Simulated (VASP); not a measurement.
# TePb (Fm-3m) in VASP: further runs

Runs on TePb. Level: PBEsol. Tasks: single point.

All numbers are computed with VASP 6.6.1; they aren't measurements. Logs are shortened: lines on timing, memory, paths and dates and some standing lists are left out, and cuts for length are marked.

### 1 The cell of the first run

The structure is cubic, space group Fm-3m (No. 225). The conventional cell has a = 6.497 Å, b = 6.497 Å, c = 6.497 Å, α = 90.00°, β = 90.00°, γ = 90.00°. Te (site symmetry m-3m) has 6 Pb at 3.25 Å within 4.3 Å. Within 4.3 Å of Pb (site symmetry m-3m) lie 6 Te at 3.25 Å.

### 2 Single point, PBEsol (volume scaled by 1.02)

File INCAR:

```
SYSTEM = TePb
PREC = Accurate
ENCUT = 520
EDIFF = 1E-6
ISMEAR = -1
SIGMA = 0.03
LREAL = .False.
LASPH = .True.
NELM = 60
ALGO = Normal
ISIF = 2
LWAVE = .False.
LCHARG = .False.
GGA = PS
NBANDS = 17
```

File KPOINTS:

```
Automatic mesh
0
Gamma
  10 10 10
  0 0 0
```

File POSCAR:

```
TePb
1.0
    0.0000000000      3.2483714838      3.2483714838
    3.2483714838      0.0000000000      3.2483714838
    3.2483714838      3.2483714838      0.0000000000
Te Pb
1 1
Direct
    0.5000000000      0.5000000000      0.5000000000
    0.0000000000      0.0000000000      0.0000000000
```

Potentials or basis: VASP PAW PBE potentials, release 64 (Te, Pb_d).

Command:

```
> cat potpaw_PBE.64/Te/POTCAR potpaw_PBE.64/Pb_d/POTCAR > POTCAR
> mpirun -np 1 vasp_std > vasp.out
```

OUTCAR:

```text
SYSTEM = TePb
   PREC = Accurate
   ENCUT = 520
   EDIFF = 1E-6
   ISMEAR = -1
   LREAL = .False.
   LASPH = .True.
   NELM = 60
   ISIF = 2
   GGA = PS

 ion  position               nearest neighbor table
   1  0.500  0.500  0.500-   2 3.25   2 3.25   2 3.25   2 3.25   2 3.25   2 3.25
   2  0.000  0.000  0.000-   1 3.25   1 3.25   1 3.25   1 3.25   1 3.25   1 3.25

  LATTYP: Found a face centered cubic cell.
 ALAT       =     6.4967429676

  Lattice vectors:

 A1 = (   0.0000000000,   3.2483714838,   3.2483714838)
 A2 = (   3.2483714838,   0.0000000000,   3.2483714838)
 A3 = (   3.2483714838,   3.2483714838,   0.0000000000)

Analysis of symmetry for initial positions (statically):
=====================================================================
 Subroutine PRICEL returns:
 Original cell was already a primitive cell.

 Routine SETGRP: Setting up the symmetry group for a
 face centered cubic supercell.

 Subroutine GETGRP returns: Found 48 space group operations
 (whereof 48 operations were pure point group operations)
 out of a pool of 48 trial point group operations.

The static configuration has the point symmetry O_h .

Analysis of symmetry for dynamics (positions and initial velocities):
=====================================================================
 Subroutine PRICEL returns:
 Original cell was already a primitive cell.

 Routine SETGRP: Setting up the symmetry group for a
 face centered cubic supercell.

 Subroutine GETGRP returns: Found 48 space group operations
 (whereof 48 operations were pure point group operations)
 out of a pool of 48 trial point group operations.

The dynamic configuration has the point symmetry O_h .

 Subroutine INISYM returns: Found 48 space group operations
 (whereof 48 operations are pure point group operations),
 and found     1 'primitive' translations

----------------------------------------------------------------------------------------

                                     Primitive cell

  volume of cell :      68.5531

  direct lattice vectors                    reciprocal lattice vectors
     0.000000000  3.248371484  3.248371484    -0.153923282  0.153923282  0.153923282
     3.248371484  0.000000000  3.248371484     0.153923282 -0.153923282  0.153923282
     3.248371484  3.248371484  0.000000000     0.153923282  0.153923282 -0.153923282

  length of vectors
     4.593891008  4.593891008  4.593891008     0.266602945  0.266602945  0.266602945

  position of ions in fractional coordinates (direct lattice)
     0.500000000  0.500000000  0.500000000
     0.000000000  0.000000000  0.000000000

  ion indices of the primitive-cell ions
   primitive index   ion index
                 1           1
                 2           2

----------------------------------------------------------------------------------------

 KPOINTS: Automatic mesh

Automatic generation of k-mesh.
 Grid dimensions read from file:
 generate k-points for:   10   10   10

 Generating k-lattice:

  Cartesian coordinates                     Fractional coordinates (reciprocal lattice)
    -0.015392328  0.015392328  0.015392328     0.100000000  0.000000000  0.000000000
     0.015392328 -0.015392328  0.015392328     0.000000000  0.100000000  0.000000000
     0.015392328  0.015392328 -0.015392328     0.000000000  0.000000000  0.100000000

  Length of vectors
     0.026660294  0.026660294  0.026660294

  Shift w.r.t. Gamma in fractional coordinates (k-lattice)
     0.000000000  0.000000000  0.000000000

 Subroutine IBZKPT returns following result:
 ===========================================

 Found     47 irreducible k-points:

 Following reciprocal coordinates:
            Coordinates               Weight
  0.000000  0.000000  0.000000      1.000000
  0.100000  0.000000  0.000000      8.000000
  0.200000  0.000000  0.000000      8.000000
  0.300000  0.000000  0.000000      8.000000
  0.400000  0.000000  0.000000      8.000000
  0.500000  0.000000  0.000000      4.000000
[... 16 lines left out ...]
  0.300000  0.300000  0.000000      6.000000
  0.400000  0.300000  0.000000     24.000000
 [... further k-points ...]
   k-points           NKPTS =     47   k-points in BZ     NKDIM =     47   number of bands    NBANDS=     17
   number of dos      NEDOS =    301   number of ions     NIONS =      2
   total plane-waves  NPLWV =  46656
   dimension x,y,z NGX =    36 NGY =   36 NGZ =   36
   dimension x,y,z NGXF=    72 NGYF=   72 NGZF=   72
   ions per type =               1   1
   NGX,Y,Z   is equivalent  to a cutoff of  13.03, 13.03, 13.03 a.u.
   NGXF,Y,Z  is equivalent  to a cutoff of  26.06, 26.06, 26.06 a.u.
 SYSTEM =  TePb
   PREC   = accura    normal or accurate (medium, high low for compatibility)
   ISTART =      0    job   : 0-new  1-cont  2-samecut
   ICHARG =      2    charge: 1-file 2-atom 10-const
   ISPIN  =      1    spin polarized calculation?
   LNONCOLLINEAR =      F non collinear calculations
   LSORBIT =      F    spin-orbit coupling
   LASPH  =      T    aspherical Exc in radial PAW
   ENCUT  =  520.0 eV  38.22 Ry    6.18 a.u.   8.54  8.54  8.54*2*pi/ulx,y,z
   NELM   =     60;   NELMIN=  2; NELMDL= -5     # of ELM steps
   EDIFF  = 0.1E-05   stopping-criterion for ELM
   LREAL  =      F    real-space projection
   EDIFFG = 0.1E-04   stopping-criterion for IOM
   NSW    =      0    number of steps for IOM
   IBRION =     -1    ionic relax: 0-MD 1-quasi-New 2-CG
   NFREE  =      0    steps in history (QN), initial steepest desc. (CG)
   ISIF   =      2    stress and relaxation
   ISYM   =      2    0-nonsym 1-usesym 2-fastsym
   POTIM  = 0.5000    time-step for ionic-motion
   TEBEG  =    0.0;   TEEND  =   0.0 temperature during run
   PSTRESS=    0.0 pullay stress
   NELECT =      20.0000    total number of electrons
   NUPDOWN=      -1.0000    fix difference up-down
   EMIN   =  10.00;   EMAX   =-10.00  energy-range for DOS
   EFERMI =   0.00;   METHOD = LEGACY
   ISMEAR =    -1;   SIGMA  =   0.03  broadening in eV -4-tet -1-fermi 0-gaus
   EFERMI_NEDOS =   21; number of points for ismear=-14 and -15
   IALGO  =     38    algorithm
   IMIX   =      4    mixing-type and parameters
     AMIX     =   0.40;   BMIX     =  1.00
     AMIX_MAG =   1.60;   BMIX_MAG =  1.00
  volume/ion in A,a.u.               =      34.28       231.31
  Fermi-wavevector in a.u.,A,eV,Ry     =   1.085782  2.051830 16.040203  1.178922
  Thomas-Fermi vector in A             =   2.221903
   LORBIT       =      0    0 simple, 1 ext, 2 COOP (PROOUT), +10 PAW based schemes
   GGA     = PS    functional components
   LHFCALC =     F    Hartree Fock is set to
   AEXX    =    0.0000 exact exchange contribution
   IVDW    =     0    specifies the selected vdW correction
   LEPSILON=     F    determine dielectric tensor
   LRPA    =     F    only Hartree local field effects (RPA)
 non-spin polarized calculation
  energy-cutoff  :      520.00
  volume of cell :       68.55
 maximum number of plane-waves:      1865
 NGX is ok and might be reduce to    36
   NGX = 17   NGY = 17   NGZ = 17

 number of electron      20.0000003 magnetization

 Free energy of the ion-electron system (eV)
  ---------------------------------------------------
  ext. energy  EPLUGINS =         0.00000000
  ---------------------------------------------------
  free energy    TOTEN  =        -8.25369206 eV

  energy without entropy =       -8.25369200  energy(sigma->0) =       -8.25369203

 E-fermi :   5.6016     XC(G=0):  -9.3987

 val. band max:        5.2493481113   @ k =   0.5000   0.0000   0.0000
 cond. band min:       5.9516467527   @ k =   0.5000   0.0000   0.0000
 fundamental gap:      0.7022986415
 Fermi energy:         5.6015732463

 k-point     1 :       0.0000    0.0000    0.0000
  band No.  band energies     occupation
      1     -11.3474      2.00000
      2     -11.3474      2.00000
      3     -11.3378      2.00000
      4     -11.3378      2.00000
      5     -11.3378      2.00000
      6      -6.6472      2.00000
[... 9 lines left out ...]
     16      11.0482      0.00000
     17      12.5474      0.00000

 k-point     2 :       0.1000    0.0000    0.0000
  band No.  band energies     occupation
      1     -11.3484      2.00000
      2     -11.3484      2.00000
      3     -11.3375      2.00000
      4     -11.3365      2.00000
      5     -11.3365      2.00000
      6      -6.5630      2.00000
[... 9 lines left out ...]
     16      11.2380      0.00000
     17      13.2607      0.00000

 k-point     3 :       0.2000    0.0000    0.0000
  band No.  band energies     occupation
      1     -11.3518      2.00000
      2     -11.3518      2.00000
      3     -11.3369      2.00000
      4     -11.3325      2.00000
      5     -11.3325      2.00000
      6      -6.3165      2.00000
[... 9 lines left out ...]
     16      11.7593      0.00000
     17      14.6229      0.00000

 k-point     4 :       0.3000    0.0000    0.0000
  band No.  band energies     occupation
      1     -11.3562      2.00000
      2     -11.3562      2.00000
      3     -11.3362      2.00000
      4     -11.3272      2.00000
      5     -11.3272      2.00000
      6      -5.9330      2.00000
[... 9 lines left out ...]
     16      12.5738      0.00000
     17      15.9771      0.00000

 k-point     5 :       0.4000    0.0000    0.0000
  band No.  band energies     occupation
      1     -11.3599      2.00000
      2     -11.3599      2.00000
      3     -11.3356      2.00000
      4     -11.3229      2.00000
      5     -11.3229      2.00000
      6      -5.4919      2.00000
[... 9 lines left out ...]
     16      13.6273      0.00000
     17      15.5233      0.00000

 k-point     6 :       0.5000    0.0000    0.0000
  band No.  band energies     occupation
      1     -11.3613      2.00000
      2     -11.3613      2.00000
      3     -11.3355      2.00000
      4     -11.3212      2.00000
      5     -11.3212      2.00000
      6      -5.2494      2.00000
[... 9 lines left out ...]
     16      14.4979      0.00000
     17      14.4979      0.00000

 k-point     7 :       0.1000    0.1000    0.0000
  band No.  band energies     occupation
      1     -11.3511      2.00000
      2     -11.3464      2.00000
      3     -11.3387      2.00000
      4     -11.3356      2.00000
      5     -11.3356      2.00000
      6      -6.5350      2.00000
[... 9 lines left out ...]
     16      11.5756      0.00000
     17      12.9523      0.00000

 k-point     8 :       0.2000    0.1000    0.0000
  band No.  band energies     occupation
      1     -11.3557      2.00000
      2     -11.3471      2.00000
      3     -11.3388      2.00000
      4     -11.3328      2.00000
      5     -11.3319      2.00000
      6      -6.3429      2.00000
[... 9 lines left out ...]
     16      12.1649      0.00000
     17      13.7057      0.00000
[... 203 lines left out ...]
      1     -11.3756      2.00000
      2     -11.3522      2.00000
      3     -11.3355      2.00000
      4     -11.3238      2.00000
      5     -11.3190      2.00000
      6      -5.1902      2.00000
[... 9 lines left out ...]
     16      14.7400      0.00000
     17      15.3179      0.00000

 k-point    20 :      -0.4000    0.2000    0.0000
  band No.  band energies     occupation
      1     -11.3718      2.00000
      2     -11.3558      2.00000
      3     -11.3320      2.00000
      4     -11.3250      2.00000
      5     -11.3206      2.00000
      6      -5.1128      2.00000
[... 9 lines left out ...]
     16      13.5835      0.00000
     17      15.9676      0.00000

 k-point    21 :      -0.3000    0.2000    0.0000
  band No.  band energies     occupation
      1     -11.3650      2.00000
      2     -11.3577      2.00000
      3     -11.3321      2.00000
      4     -11.3254      2.00000
      5     -11.3245      2.00000
      6      -5.4116      2.00000
[... 9 lines left out ...]
     16      13.8925      0.00000
     17      14.9827      0.00000

 k-point    22 :      -0.2000    0.2000    0.0000
  band No.  band energies     occupation
      1     -11.3578      2.00000
      2     -11.3575      2.00000
      3     -11.3347      2.00000
      4     -11.3288      2.00000
      5     -11.3258      2.00000
      6      -5.8095      2.00000
[... 9 lines left out ...]
     16      13.8532      0.00000
     17      14.3945      0.00000

 k-point    23 :       0.3000    0.3000    0.0000
  band No.  band energies     occupation
      1     -11.3812      2.00000
      2     -11.3440      2.00000
      3     -11.3403      2.00000
      4     -11.3219      2.00000
      5     -11.3219      2.00000
      6      -5.7240      2.00000
[... 9 lines left out ...]
     16      14.1619      0.00000
     17      14.5230      0.00000

 k-point    24 :       0.4000    0.3000    0.0000
  band No.  band energies     occupation
      1     -11.3885      2.00000
      2     -11.3439      2.00000
      3     -11.3409      2.00000
      4     -11.3192      2.00000
      5     -11.3182      2.00000
      6      -5.4243      2.00000
[... 9 lines left out ...]
     16      14.8886      0.00000
     17      15.3822      0.00000

 [... further k-points ...]
[... 5 lines left out ...]
  --------------------------------------------------------------------------------------
  -------------------------------------------------------------------------------------
  Total       -0.4705247     -0.4705247     -0.4705247     -0.0000000      0.0000000      0.0000000
  in kB      -10.9967900    -10.9967900    -10.9967900     -0.0000000      0.0000000      0.0000000
  external PRESSURE =     -10.9967900 kB  Pullay stress =       0.0000000 kB

 VOLUME and BASIS-vectors are now :
 -----------------------------------------------------------------------------
  energy-cutoff  :      520.00
  volume of cell :       68.55
      direct lattice vectors                 reciprocal lattice vectors
     0.000000000  3.248371484  3.248371484    -0.153923282  0.153923282  0.153923282
     3.248371484  0.000000000  3.248371484     0.153923282 -0.153923282  0.153923282
     3.248371484  3.248371484  0.000000000     0.153923282  0.153923282 -0.153923282

 POSITION                                       TOTAL-FORCE (eV/Angst)
 -----------------------------------------------------------------------------------
      3.24837      3.24837      3.24837        -0.000000      0.000000     -0.000000
      0.00000      0.00000      0.00000         0.000000     -0.000000      0.000000
 -----------------------------------------------------------------------------------
    total drift:                               -0.000000      0.000000      0.000000

  FREE ENERGIE OF THE ION-ELECTRON SYSTEM (eV)
  ---------------------------------------------------
  free  energy   TOTEN  =        -8.2536920551 eV

  energy  without entropy=       -8.2536920022  energy(sigma->0) =       -8.25369203
```

It took 62 s on 1 thread of AMD EPYC 7R43 (Zen 3), shared host; peak memory 0.2 GiB.

What came out:

```
Free energy            : -8.2537 eV
Pressure               : -1.1 GPa
Band gap on the k mesh : 0.70 eV, direct
```

Caveat: the PAW data sets were made with another functional, which shifts forces and pressure a little; spin-orbit coupling is left out, which moves the levels of the heavy elements. A k mesh can miss the band edges.

### 3 Single point, PBEsol (volume scaled by 1.06)

File INCAR:

```
ALGO     = Normal         # electronic algorithm
EDIFF    = 1E-6           # SCF threshold, eV
ENCUT    = 520            # plane-wave cutoff, eV
GGA      = PS             # functional
ISIF     = 2              # what is computed and relaxed
ISMEAR   = -1             # smearing method
LASPH    = True           # aspherical terms in the spheres
LCHARG   = False          # write CHGCAR
LREAL    = False          # projectors in reciprocal space
LWAVE    = False          # write WAVECAR
NBANDS   = 17             # bands
NELM     = 100            # most SCF steps
PREC     = Accurate       # precision mode
SIGMA    = 0.03           # smearing width, eV
```

File KPOINTS:

```
k-points
0
Gamma
  10 10 10
```

File POSCAR:

```
TePb
1.0
    0.0000000000      3.2902905780      3.2902905780
    3.2902905780      0.0000000000      3.2902905780
    3.2902905780      3.2902905780      0.0000000000
Te Pb
1 1
Direct
    0.5000000000      0.5000000000      0.5000000000
    0.0000000000      0.0000000000      0.0000000000
```

Potentials or basis: VASP PAW PBE potentials, release 64 (Te, Pb_d).

Command:

```
> cat potpaw_PBE.64/Te/POTCAR potpaw_PBE.64/Pb_d/POTCAR > POTCAR
> mpirun -np 1 vasp_std > vasp.out
```

Wall time 55 s (1 thread of AMD EPYC 7R43 (Zen 3), shared host); peak memory 0.2 GiB.

The run converged. Its results:

| Quantity | Value |
| --- | --- |
| Free energy | -8.2239 eV |
| Pressure | -2.5 GPa |
| Band gap on the k mesh | 0.78 eV, direct |

Levels at points of the mesh, in eV from the valence-band top:
| k point | band 7 | band 8 | band 9 | band 10 | band 11 | band 12 | band 13 | band 14 |
| --- | --- | --- | --- | --- | --- | --- | --- | --- |
| (0.00, 0.00, 0.00) | -5.74 | -1.12 | -1.12 | -1.12 | 4.00 | 4.00 | 4.00 | 5.89 |
| (0.50, 0.00, 0.00) | -8.32 | -0.70 | -0.70 | 0.00 | 0.78 | 1.38 | 1.38 | 8.23 |
| (0.50, 0.50, 0.00) | -7.22 | -4.09 | -2.49 | -2.49 | 3.45 | 5.28 | 5.28 | 6.38 |

Caveat: the PAW data sets were made with another functional, which shifts forces and pressure a little; spin-orbit coupling is left out, which moves the levels of the heavy elements.

[end of part 1 of 2]
